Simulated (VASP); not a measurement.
# SiC (Moissanite 3C): single point with LDA

The system is SiC (Moissanite 3C).

```xyz
2
Lattice="0.0000 2.1496 2.1496 2.1496 0.0000 2.1496 2.1496 2.1496 0.0000" Properties=species:S:1:pos:R:3 pbc="T T T"
Si    0.0000    0.0000    0.0000
C     1.0748    1.0748    1.0748
```

```json
{"Program": "VASP 6.6.1", "Task": "single point", "Functional": "LDA", "Potentials or basis": "VASP PAW LDA potentials, release 64 (Si, C)", "Cutoff": "520 eV", "k mesh": "8 × 8 × 8", "Occupations": "gaussian, width 0.01 eV", "Spin": "no spin polarisation"}
```

```yaml
Pressure: 5.4 GPa
Band_gap_on_the_k_mesh: 1.27 eV, indirect (least direct gap 4.54 eV)
```

Levels at points of the mesh, in eV from the valence-band top:
```tsv
k point	band 1	band 2	band 3	band 4	band 5	band 6	band 7	band 8	band 9
(0.00, 0.00, 0.00)	-15.64	0.00	0.00	0.00	6.77	7.48	7.48	7.48	14.70
(0.50, 0.00, 0.00)	-11.86	-8.78	-1.06	-1.06	5.76	7.29	7.29	10.15	16.44
(0.50, 0.50, 0.00)	-10.34	-7.94	-3.27	-3.27	1.27	4.33	14.30	14.30	15.11
```

Run time: 3 s on 1 thread of Intel(R) Xeon(R) Platinum 8488C (Sapphire Rapids), on a shared host, peak memory 0.12 GiB.

A k mesh can miss the band edges. A hybrid or GW would open this gap; LDA tends to underestimate it.
